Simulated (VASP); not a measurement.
# HC6 in VASP: a series of runs

The runs below take HC6 through single point, with PBE.

All numbers are computed with VASP 6.6.1; they aren't measurements. Logs are shortened: lines on timing, memory, paths and dates and some standing lists are left out, and cuts for length are marked.

### Step 1. The cell of the first run

The cell holds a wire or tube with vacuum around it, 14 atoms: a = 4.933 Å, b = 8.522 Å, c = 22.942 Å, α = 90.00°, β = 90.00°, γ = 90.00°.

### Step 2. Single point, PBE

INCAR

```
PREC     = Accurate       # precision mode
ENCUT    = 520            # plane-wave cutoff, eV
EDIFF    = 1E-6           # SCF threshold, eV
ISMEAR   = 0              # smearing method
SIGMA    = 0.1            # smearing width, eV
LREAL    = False          # projectors in reciprocal space
LASPH    = True           # aspherical terms in the spheres
NELM     = 60             # most SCF steps
ALGO     = Normal         # electronic algorithm
ISIF     = 2              # what is computed and relaxed
LWAVE    = False          # write WAVECAR
LCHARG   = False          # write CHGCAR
LDIPOL   = True         
IDIPOL   = 3            
DIPOL    = 0.5 0.5 0.307
GGA      = PE             # functional
NBANDS   = 38             # bands
```

KPOINTS

```
Automatic mesh
0
Gamma
  6 3 1
```

POSCAR

```
HC6
1.0
    4.9326910638      0.0000000000      0.0000000000
    0.0000000000      8.5222964205      0.0000000000
    0.0000000000      0.0000000000     22.9416055954
C H
12 2
Direct
    0.0000000000      0.0000000000      0.1743557130
    0.5000000000      0.0000000000      0.1743557130
    0.2500000000      0.0000000000      0.2053898368
    0.7500000000      0.0000000000      0.2053898368
    0.2500000000      0.0000000000      0.2674580844
    0.7500000000      0.0000000000      0.2674580844
    0.0000000000      0.0000000000      0.2977124344
    0.5000000000      0.0000000000      0.2977124344
    0.0000000000      0.0000000000      0.3626190265
    0.5000000000      0.0000000000      0.3626190265
    0.2500000000      0.0000000000      0.3897550046
    0.7500000000      0.0000000000      0.3897550046
    0.0625769508      0.0000000000      0.4512153935
    0.4374230492      0.0000000000      0.4512153935
```

Potentials or basis: VASP PAW PBE potentials, release 64 (C, H).

Started as:

```bash
cat potpaw_PBE.64/C/POTCAR potpaw_PBE.64/H/POTCAR > POTCAR
mpirun -np 1 vasp_std > vasp.out
```

OUTCAR:

```text
PREC = Accurate
   ENCUT = 520
   EDIFF = 1E-6
   ISMEAR = 0
   LREAL = False
   LASPH = True
   NELM = 60
   ISIF = 2
   GGA = PE

 ion  position               nearest neighbor table
   1  0.000  0.000  0.174-   3 1.42   4 1.42
   2  0.500  0.000  0.174-   3 1.42   4 1.42
   3  0.250  0.000  0.205-   5 1.42   2 1.42   1 1.42
   4  0.750  0.000  0.205-   6 1.42   2 1.42   1 1.42
   5  0.250  0.000  0.267-   7 1.42   8 1.42   3 1.42
   6  0.750  0.000  0.267-   7 1.42   8 1.42   4 1.42
   7  0.000  0.000  0.298-   5 1.42   6 1.42   9 1.49
   8  0.500  0.000  0.298-   5 1.42   6 1.42  10 1.49
   9  0.000  0.000  0.363-  11 1.38  12 1.38   7 1.49
  10  0.500  0.000  0.363-  11 1.38  12 1.38   8 1.49
  11  0.250  0.000  0.390-   9 1.38  10 1.38
  12  0.750  0.000  0.390-   9 1.38  10 1.38
  13  0.063  0.000  0.451-
  14  0.437  0.000  0.451-

  LATTYP: Found a simple orthorhombic cell.
 ALAT       =     4.9326910638
 B/A-ratio  =     1.7277174488
 C/A-ratio  =     4.6509309622

  Lattice vectors:

 A1 = (   4.9326910638,   0.0000000000,   0.0000000000)
 A2 = (   0.0000000000,   8.5222964205,   0.0000000000)
 A3 = (   0.0000000000,   0.0000000000,  22.9416055954)

Analysis of symmetry for initial positions (statically):
=====================================================================
 Subroutine PRICEL returns:
 Original cell was already a primitive cell.

 Routine SETGRP: Setting up the symmetry group for a
 simple orthorhombic supercell.

 Subroutine GETGRP returns: Found  4 space group operations
 (whereof  2 operations were pure point group operations)
 out of a pool of  8 trial point group operations.

The static configuration has the point symmetry C_1h.
 The point group associated with its full space group is C_2v.

Analysis of symmetry for dynamics (positions and initial velocities):
=====================================================================
 Subroutine PRICEL returns:
 Original cell was already a primitive cell.

 Routine SETGRP: Setting up the symmetry group for a
 simple orthorhombic supercell.

 Subroutine GETGRP returns: Found  4 space group operations
 (whereof  2 operations were pure point group operations)
 out of a pool of  8 trial point group operations.

The dynamic configuration has the point symmetry C_1h.
 The point group associated with its full space group is C_2v.

 Subroutine INISYM returns: Found  4 space group operations
 (whereof  2 operations are pure point group operations),
 and found     1 'primitive' translations

----------------------------------------------------------------------------------------

                                     Primitive cell

  volume of cell :     964.4159

  direct lattice vectors                    reciprocal lattice vectors
     4.932691064  0.000000000  0.000000000     0.202729096  0.000000000  0.000000000
     0.000000000  8.522296421  0.000000000     0.000000000  0.117339265  0.000000000
     0.000000000  0.000000000 22.941605595     0.000000000  0.000000000  0.043588928

  length of vectors
     4.932691064  8.522296421 22.941605595     0.202729096  0.117339265  0.043588928

  position of ions in fractional coordinates (direct lattice)
     0.000000000  0.000000000  0.174355713
     0.500000000  0.000000000  0.174355713
     0.250000000  0.000000000  0.205389837
     0.750000000  0.000000000  0.205389837
     0.250000000  0.000000000  0.267458084
     0.750000000  0.000000000  0.267458084
     0.000000000  0.000000000  0.297712434
     0.500000000  0.000000000  0.297712434
     0.000000000  0.000000000  0.362619026
     0.500000000  0.000000000  0.362619026
     0.250000000  0.000000000  0.389755005
     0.750000000  0.000000000  0.389755005
     0.062576951  0.000000000  0.451215394
     0.437423049  0.000000000  0.451215394

  ion indices of the primitive-cell ions
   primitive index   ion index
                 1           1
                 2           2
                 3           3
                 4           4
                 5           5
                 6           6
                 7           7
                 8           8
                 9           9
                10          10
                11          11
                12          12
                13          13
                14          14

----------------------------------------------------------------------------------------

 KPOINTS: Automatic mesh

Automatic generation of k-mesh.
 Grid dimensions read from file:
 generate k-points for:    6    3    1

 Generating k-lattice:

  Cartesian coordinates                     Fractional coordinates (reciprocal lattice)
     0.033788183  0.000000000  0.000000000     0.166666667  0.000000000  0.000000000
     0.000000000  0.039113088  0.000000000     0.000000000  0.333333333  0.000000000
     0.000000000  0.000000000  0.043588928     0.000000000  0.000000000  1.000000000

  Length of vectors
     0.033788183  0.039113088  0.043588928

[... 58 lines left out ...]
  Fermi-wavevector in a.u.,A,eV,Ry     =   0.610441  1.153565  5.070043  0.372638
  Thomas-Fermi vector in A             =   1.666002
   LORBIT       =      0    0 simple, 1 ext, 2 COOP (PROOUT), +10 PAW based schemes
   GGA     = PE    functional components
   LHFCALC =     F    Hartree Fock is set to
   AEXX    =    0.0000 exact exchange contribution
   IVDW    =     0    specifies the selected vdW correction
   LEPSILON=     F    determine dielectric tensor
   LRPA    =     F    only Hartree local field effects (RPA)
 non-spin polarized calculation
 Gauss-broadening in eV      SIGMA  =   0.10
  energy-cutoff  :      520.00
  volume of cell :      964.42
 maximum number of plane-waves:     25994
 NGX is ok and might be reduce to    40
   NGX = 19   NGY = 31   NGZ = 85

 dipolmoment           0.000000      0.000000      0.110212 electrons x Angstroem

 number of electron      50.0000005 magnetization

 dipolmoment           0.000000      0.000000     -0.371068 electrons x Angstroem

 Free energy of the ion-electron system (eV)
  ---------------------------------------------------
  ext. energy  EPLUGINS =         0.00000000
  ---------------------------------------------------
  free energy    TOTEN  =      -103.44432124 eV

  energy without entropy =     -103.37260361  energy(sigma->0) =     -103.40846242

 E-fermi :  -4.0926     XC(G=0):  -1.9538

 val. band max:       -4.1192236043   @ k =   0.0000   0.0000   0.0000
 cond. band min:      -4.0552953089   @ k =   0.0000   0.0000   0.0000
 fundamental gap:      0.0639282954
 Fermi energy:        -4.0925791293

 k-point     1 :       0.0000    0.0000    0.0000
  band No.  band energies     occupation
      1     -22.8960      2.00000
      2     -21.3508      2.00000
      3     -18.9904      2.00000
      4     -18.7504      2.00000
      5     -18.6854      2.00000
      6     -17.2164      2.00000
[... 29 lines left out ...]
     36       1.1391      0.00000
     37       1.6242      0.00000

 k-point     2 :       0.1667    0.0000    0.0000
  band No.  band energies     occupation
      1     -22.7750      2.00000
      2     -21.2350      2.00000
      3     -19.9284      2.00000
      4     -18.8813      2.00000
      5     -18.5354      2.00000
      6     -17.0630      2.00000
[... 29 lines left out ...]
     36       1.2602      0.00000
     37       1.7828      0.00000
[... 198 lines left out ...]
     36       1.9005      0.00000
     37       2.0751      0.00000

 k-point     8 :       0.5000    0.3333    0.0000
  band No.  band energies     occupation
      1     -21.8556      2.00000
      2     -21.7684      2.00000
      3     -20.3873      2.00000
      4     -20.2123      2.00000
      5     -18.0596      2.00000
      6     -17.9282      2.00000
[... 29 lines left out ...]
     36       2.0783      0.00000
     37       2.3027      0.00000
 [bands above 37 left out]

------------------------ aborting loop because EDIFF is reached ----------------------------------------

 vacuum level on the upper side and lower side of the slab       (xc-potential included)        -0.817         0.750

  FORCE on cell =-STRESS in cart. coord.  units (eV):
  Direction    XX          YY          ZZ          XY          YZ          ZX
  --------------------------------------------------------------------------------------
  -------------------------------------------------------------------------------------
  Total       -3.9442132     -0.0622289     -1.9730428      0.0000000      0.0000000      0.0000000
  in kB       -6.5524936     -0.1033805     -3.2778020      0.0000000      0.0000000      0.0000000
  external PRESSURE =      -3.3112254 kB  Pullay stress =       0.0000000 kB

 VOLUME and BASIS-vectors are now :
 -----------------------------------------------------------------------------
  energy-cutoff  :      520.00
  volume of cell :      964.42
      direct lattice vectors                 reciprocal lattice vectors
     4.932691064  0.000000000  0.000000000     0.202729096  0.000000000  0.000000000
     0.000000000  8.522296421  0.000000000     0.000000000  0.117339265  0.000000000
     0.000000000  0.000000000 22.941605595     0.000000000  0.000000000  0.043588928

 POSITION                                       TOTAL-FORCE (eV/Angst)
 -----------------------------------------------------------------------------------
      0.00000      0.00000      4.00000        -0.074241      0.000000      1.938478
      2.46635      0.00000      4.00000         0.074241      0.000000      1.938478
      1.23317      0.00000      4.71197         0.000000      0.000000     -3.316776
      3.69952      0.00000      4.71197         0.000000      0.000000     -3.104034
      1.23317      0.00000      6.13592         0.000000      0.000000      0.942348
      3.69952      0.00000      6.13592         0.000000      0.000000      1.060620
      0.00000      0.00000      6.83000         0.157981      0.000000      0.843390
      2.46635      0.00000      6.83000        -0.157981      0.000000      0.843390
      0.00000      0.00000      8.31906        -0.362704      0.000000     -2.099152
      2.46635      0.00000      8.31906         0.362704      0.000000     -2.099152
      1.23317      0.00000      8.94161         0.000000      0.000000      2.636873
      3.69952      0.00000      8.94161         0.000000      0.000000      2.766885
      0.30867      0.00000     10.35161         0.646774      0.000000     -1.175674
      2.15767      0.00000     10.35161        -0.646774      0.000000     -1.175674
 -----------------------------------------------------------------------------------
    total drift:                                0.000000      0.000000      0.000212

  FREE ENERGIE OF THE ION-ELECTRON SYSTEM (eV)
  ---------------------------------------------------
  free  energy   TOTEN  =      -103.4443212384 eV

  energy  without entropy=     -103.3726036072  energy(sigma->0) =     -103.40846242

 vacuum level on the upper side and lower side of the slab         0.371         1.970
```

Wall time 9.9 min (1 thread of AMD EPYC 9R45 (Zen 5), shared host); peak memory 0.97 GiB.

What came out:

| Property | Result |
| --- | --- |
| Free energy | -103.4443 eV |
| Largest force | 3.317 eV/Å |
| Band gap on the k mesh | zero (bands 25 and 26 overlap by 0.11 eV) |

Forces on the atoms (eV/Å):
```
C   -0.074  0.000  1.938
C    0.074  0.000  1.938
C    0.000  0.000 -3.317
C    0.000  0.000 -3.104
C    0.000  0.000  0.942
C    0.000  0.000  1.061
C    0.158  0.000  0.843
C   -0.158  0.000  0.843
C   -0.363  0.000 -2.099
C    0.363  0.000 -2.099
C    0.000  0.000  2.637
C    0.000  0.000  2.767
H    0.647  0.000 -1.176
H   -0.647  0.000 -1.176
```

### Step 3. Single point, PBE

INCAR

```
  ALGO = Normal
  DIPOL = 0.5 0.5 0.303
  EDIFF = 1E-6
  ENCUT = 520
  GGA = PE
  IDIPOL = 3
  ISIF = 2
  ISMEAR = 0
  LASPH = True
  LCHARG = False
  LDIPOL = True
  LREAL = False
  LWAVE = False
  NBANDS = 38
  NELM = 60
  PREC = Accurate
  SIGMA = 0.1
```

KPOINTS

```
k-points
0
Gamma
  6 3 1
```

Changes to POSCAR since step 2:

```diff
@@ -20,3 +20,3 @@
     0.7500000000      0.0000000000      0.3897550046
-    0.0625769508      0.0000000000      0.4512153935
-    0.4374230492      0.0000000000      0.4512153935
+   -0.0186160521      0.0000000000      0.4233184794
+    0.5186160521      0.0000000000      0.4233184794
```

Potentials or basis: VASP PAW PBE potentials, release 64 (C, H).

Started as:

```bash
cat potpaw_PBE.64/C/POTCAR potpaw_PBE.64/H/POTCAR > POTCAR
mpirun -np 1 vasp_std > vasp.out
```

Run time: 9 min. Hardware: 1 thread of AMD EPYC 9R45 (Zen 5), shared host; peak memory 0.9 GiB.

The run converged. Its results:

```yaml
Free_energy: -103.1075 eV
Largest_force: 5.401 eV/Å
Band_gap_on_the_k_mesh: zero (bands 25 and 26 overlap by 0.12 eV)
```

Forces in eV/Å, atoms in the order of the input:
```
C    0.040  0.000  2.071
C   -0.040  0.000  2.071
C    0.000  0.000 -3.417
C    0.000  0.000 -3.545
C    0.000  0.000  1.209
C    0.000  0.000  1.146
C   -0.100  0.000  0.391
C    0.100  0.000  0.391
C    0.508  0.000 -5.377
C   -0.508  0.000 -5.377
C    0.000  0.000  3.254
C    0.000  0.000  3.043
H   -0.400  0.000  2.069
H    0.400  0.000  2.069
```

Levels at points of the mesh, in eV from the Fermi level:
| k point | band 23 | band 24 | band 25 | band 26 | band 27 | band 28 |
| --- | --- | --- | --- | --- | --- | --- |
| (0.00, 0.00, 0.00) | -1.87 | -0.38 | -0.04 | 0.10 | 0.85 | 1.91 |
| (0.50, 0.00, 0.00) | -1.84 | -1.82 | -0.09 | -0.09 | 2.69 | 2.79 |

### Step 4. Single point, PBE

INCAR

```
SYSTEM = HC6
ALGO = Normal
DIPOL = 0.5 0.5 0.307
EDIFF = 1E-7
ENCUT = 520
GGA = PE
IDIPOL = 3
ISIF = 2
ISMEAR = 0
LASPH = .TRUE.
LCHARG = .FALSE.
LDIPOL = .TRUE.
LREAL = .FALSE.
LWAVE = .FALSE.
NBANDS = 38
NELM = 100
PREC = Accurate
SIGMA = 0.1
```

KPOINTS

```
k-points
0
G
  6 3 1
  0 0 0
```

Changes to POSCAR since step 3:

```diff
@@ -20,3 +20,3 @@
     0.7500000000      0.0000000000      0.3897550046
-   -0.0186160521      0.0000000000      0.4233184794
-    0.5186160521      0.0000000000      0.4233184794
+   -0.0186160521      0.0000000000      0.4512153935
+    0.5186160521      0.0000000000      0.4512153935
```

Started as:

```bash
cat potpaw_PBE.64/C/POTCAR potpaw_PBE.64/H/POTCAR > POTCAR
mpirun -np 1 vasp_std > vasp.out
```

It took 11 min on 1 thread of AMD EPYC 9R45 (Zen 5), shared host; peak memory 0.94 GiB.

Results (log left out):

```
Free energy            : -103.2628 eV
Largest force          : 3.214 eV/Å
Band gap on the k mesh : zero (bands 25 and 26 overlap by 0.13 eV)
```

Forces on the atoms (eV/Å):
```
C    0.020  0.000  1.919
C   -0.020  0.000  1.919
C    0.000  0.000 -3.153
C    0.000  0.000 -3.214
C    0.000  0.000  0.983
C    0.000  0.000  0.954
C   -0.043  0.000  0.855
C    0.043  0.000  0.855
C    0.091  0.000 -2.297
C   -0.091  0.000 -2.297
C    0.000  0.000  2.794
C    0.000  0.000  2.822
H   -0.190  0.000 -1.069
H    0.190  0.000 -1.069
```

Levels at points of the mesh, in eV from the Fermi level:
| k point | band 23 | band 24 | band 25 | band 26 | band 27 | band 28 |
| --- | --- | --- | --- | --- | --- | --- |
| (0.00, 0.00, 0.00) | -1.84 | -0.38 | -0.01 | 0.04 | 0.08 | 0.89 |
| (0.50, 0.00, 0.00) | -1.83 | -1.80 | -0.07 | -0.07 | 1.84 | 2.06 |

### Step 5. Single point, PBE

INCAR

```
PREC = Accurate
ENCUT = 520
EDIFF = 1E-6
ISMEAR = 0
SIGMA = 0.1
LREAL = False
LASPH = True
NELM = 60
ALGO = Normal
ISIF = 2
LWAVE = False
LCHARG = False
LDIPOL = True
IDIPOL = 3
DIPOL = 0.5 0.5 0.309
GGA = PE
NBANDS = 38
```

KPOINTS

```
Automatic mesh
0
Gamma
  6 3 1
```

Changes to POSCAR since step 4:

```diff
@@ -20,3 +20,3 @@
     0.7500000000      0.0000000000      0.3897550046
-   -0.0186160521      0.0000000000      0.4512153935
-    0.5186160521      0.0000000000      0.4512153935
+    0.1841130438      0.0000000000      0.4651638505
+    0.3158869562      0.0000000000      0.4651638505
```

Started as:

```bash
cat potpaw_PBE.64/C/POTCAR potpaw_PBE.64/H/POTCAR > POTCAR
mpirun -np 1 vasp_std > vasp.out
```

It took 8.2 min on 1 thread of AMD EPYC 9R45 (Zen 5), shared host; peak memory 0.93 GiB.

The run converged. Its results:

```yaml
Free_energy: -104.0035 eV
Largest_force: 6.104 eV/Å
Band_gap_on_the_k_mesh: 0.03 eV
```

Forces on the atoms (eV/Å):
```
C   -0.214  0.000  1.495
C    0.214  0.000  1.495
C    0.000  0.000 -3.136
C    0.000  0.000 -2.758
C    0.000  0.000  1.134
C    0.000  0.000  1.465
C    0.354  0.000  0.288
C   -0.354  0.000  0.288
C   -0.355  0.000 -0.072
C    0.355  0.000 -0.072
C    0.000  0.000 -2.488
C    0.000  0.000  1.663
H   -6.094  0.000  0.349
H    6.094  0.000  0.349
```

Levels at points of the mesh, in eV from the valence-band top:
| k point | band 21 | band 22 | band 23 | band 24 | band 25 | band 26 | band 27 | band 28 | band 29 | band 30 |
| --- | --- | --- | --- | --- | --- | --- | --- | --- | --- | --- |
| (0.00, 0.00, 0.00) | -2.27 | -2.15 | -0.69 | -0.25 | -0.14 | 0.08 | 0.90 | 0.96 | 2.13 | 2.79 |
| (0.50, 0.00, 0.00) | -3.76 | -1.86 | -1.70 | -0.19 | 0.00 | 0.03 | 0.26 | 2.67 | 2.91 | 5.12 |

### Step 6. Overview

| cell | gap on the mesh (eV) | largest force (eV/Å) |
| --- | --- | --- |
| as given, atomic positions A | none | 3.32 |
| as given, atomic positions B | none | 5.40 |
| as given, atomic positions C | none | 3.21 |
| as given, atomic positions D | 0.03 | 6.10 |

Alike in all rows: task single point; level PBE; potentials or basis VASP PAW PBE potentials, release 64 (C, H); no spin polarisation; k mesh 6 × 3 × 1; cutoff (eV) 520; smearing gaussian 0.1 eV.

Absolute energies hang on the potentials; compare differences alone.

The gap in the log of VASP goes by the Fermi energy; the results here count the filled bands.